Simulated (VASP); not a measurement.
Write the native input for VASP 6.6.1 that does the following.

```yaml
Task: single point
Functional: revPBE
Dispersion: D4
Potentials_or_basis: VASP PAW PBE potentials, release 64 (Bi_d, Te)
Cutoff: 520 eV
k_mesh: 7 × 7 × 7
Occupations: tetrahedron
Spin: non-collinear spin, typed start
Starting_moments: "[[0.0, 0.0, 0.5], [0.0, 0.0, 0.0]] μB"
Dipole_correction: no
Further_INCAR_settings: ALGO = Normal; EDIFF = 1e-06; NBANDS = 33
```

The structure of BiTe lies in POSCAR:

```
BiTe
1.0
    0.0000000000      3.2984474805      3.2984474805
    3.2984474805      0.0000000000      3.2984474805
    3.2984474805      3.2984474805      0.0000000000
Bi Te
1 1
Direct
    0.0000000000      0.0000000000      0.0000000000
    0.5000000000      0.5000000000      0.5000000000
```

These files were run (other wordings do the same):

INCAR

```
ALGO = Normal
EDIFF = 1E-6
ENCUT = 520
GGA = RE
ISIF = 2
ISMEAR = -5
IVDW = 13
LASPH = True
LCHARG = True
LNONCOLLINEAR = True
LORBIT = 11
LREAL = False
LVHAR = True
LWAVE = False
MAGMOM = 0 0 0.5 0 0 0
NBANDS = 33
NELM = 150
PREC = Accurate
SIGMA = 0.1
```

KPOINTS

```
k-points
0
Gamma
  7 7 7
```

Potentials or basis: VASP PAW PBE potentials, release 64 (Bi_d, Te).

The run is started by

```console
$ cat potpaw_PBE.64/Bi_d/POTCAR potpaw_PBE.64/Te/POTCAR > POTCAR
$ mpirun -np 1 vasp_ncl > vasp.out
```

It gave:

```
Pressure                                              : -4.1 GPa
Band gap on the k mesh                                : zero (bands 21 and 22 overlap by 3.09 eV)
Net moment                                            : 0.29 μB per cell
Valence electrons inside the program's atomic spheres : Bi 12.66; Te 3.30
Dispersion energy per atom                            : -0.711 eV
```

Caveat: the cell stands under tension; the PAW data sets were made with another functional, which shifts forces and pressure a little; spin-orbit coupling is left out, which moves the levels of the heavy elements; tetrahedron occupations give inexact forces and stress in metals.

Run time: 8.6 min on 1 thread of Intel Xeon 8259CL, with other jobs on the host, peak memory 0.5 GiB.
